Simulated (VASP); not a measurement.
Crystal: VS3.

```xyz
8
Lattice="5.4015 0.0000 0.0000 0.0000 5.4015 0.0000 0.0000 0.0000 5.4015" Properties=species:S:1:pos:R:3 pbc="T T T"
V     0.0000    0.0000    0.0000
V     2.7008    2.7008    2.7008
S     0.0000    2.7008    1.3504
S     0.0000    2.7008    4.0511
S     1.3504    0.0000    2.7008
S     4.0511    0.0000    2.7008
S     2.7008    4.0511    0.0000
S     2.7008    1.3504    0.0000
```

| Quantity | Value |
| --- | --- |
| Program | VASP 6.6.1 |
| Task | relaxation of cell and atoms |
| Functional | PBE |
| Potentials or basis | VASP PAW PBE potentials, release 64 (V_sv, S) |
| Cutoff | 500 eV |
| k mesh | 4 × 4 × 4 |
| Occupations | gaussian, width 0.1 eV |
| Spin | collinear spin, ferrimagnetic start |
| Starting moments | [2.58, 2.58, -0.39, -0.39, -0.39, -0.39, -0.39, -0.39] μB |

At the start: pressure -18.7 GPa; volume 19.70 Å³/atom.

Problem. Where does the relaxation end?

Solution. Over 3 steps the energy falls by 408.5 meV/atom and the volume is 14.37 Å³/atom (-27.0 %); space group Pm-3n (No. 223, to 0.05 Å); moment 0.00 μB per cell.

The path:
```tsv
step	energy change (eV)	largest force (eV/Å)	pressure (GPa)	volume (Å³)
1	0.0000	0.0000	-18.65	157.60
2	-3.2075	0.0000	4.71	110.86
3	-3.2681	0.0000	0.12	114.99
```

Final structure:
```
V S
1.0
     4.86279    0.00000    0.00000
     0.00000    4.86279    0.00000
     0.00000    0.00000    4.86279
V S
2 6
Direct
  0.00000 0.00000 0.00000
  0.50000 0.50000 0.50000
  0.00000 0.50000 0.25000
  0.00000 0.50000 0.75000
  0.25000 0.00000 0.50000
  0.75000 0.00000 0.50000
  0.50000 0.75000 0.00000
  0.50000 0.25000 0.00000
```

Caveat: the volume moved by over 15 % at a fixed basis, so the end points are rough.
